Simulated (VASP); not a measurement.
Write the native input for VASP 6.6.1 that does the following.

- Task: single point
- Functional: PBE
- Potentials or basis: VASP PAW PBE potentials, release 64 (Mo_sv)
- Cutoff: 520 eV
- k mesh: 6 × 6 × 37
- Occupations: gaussian, width 0.1 eV
- Spin: no spin polarisation
- Dipole correction: no
- Further INCAR settings: ALGO = Fast; EDIFF = 1e-07; NBANDS = 28

The structure of Mo lies in POSCAR:

```
Mo
1.0
    7.7354120515      0.0000000000     -0.0015993334
   -3.8677060257      6.6990634885      0.0007996667
   -2.5786594915      0.0000000000      0.9132991610
Mo
3
Direct
    0.3333333333      0.6666666667      0.0000000000
    0.0000000000      0.0000000000      0.0000000000
    0.6666666667      0.3333333333      0.0000000000
```

These files were run (other wordings do the same):

INCAR

```
ALGO     = Fast           # electronic algorithm
EDIFF    = 1E-7           # SCF threshold, eV
ENCUT    = 520            # plane-wave cutoff, eV
GGA      = PE             # functional
ISIF     = 2              # what is computed and relaxed
ISMEAR   = 0              # smearing method
LASPH    = True           # aspherical terms in the spheres
LCHARG   = True           # write CHGCAR
LELF     = True           # ELF
LREAL    = False          # projectors in reciprocal space
LVHAR    = True         
LWAVE    = False          # write WAVECAR
NBANDS   = 28             # bands
NELM     = 100            # most SCF steps
PREC     = Accurate       # precision mode
SIGMA    = 0.1            # smearing width, eV
```

KPOINTS

```
k-points
0
Gamma
  6 6 37
```

Potentials or basis: VASP PAW PBE potentials, release 64 (Mo_sv).

Launch:

```console
$ cat potpaw_PBE.64/Mo_sv/POTCAR > POTCAR
$ mpirun -np 1 vasp_std > vasp.out
```

Results of the run:

```json
{
 "Pressure": "0.9 GPa",
 "Band gap on the k mesh": "zero (bands 21 and 22 overlap by 2.49 eV)"
}
```

Run time: 9.6 min on 1 thread of Intel(R) Xeon(R) 6975P-C (Granite Rapids), with other jobs on the host, peak memory 0.53 GiB.
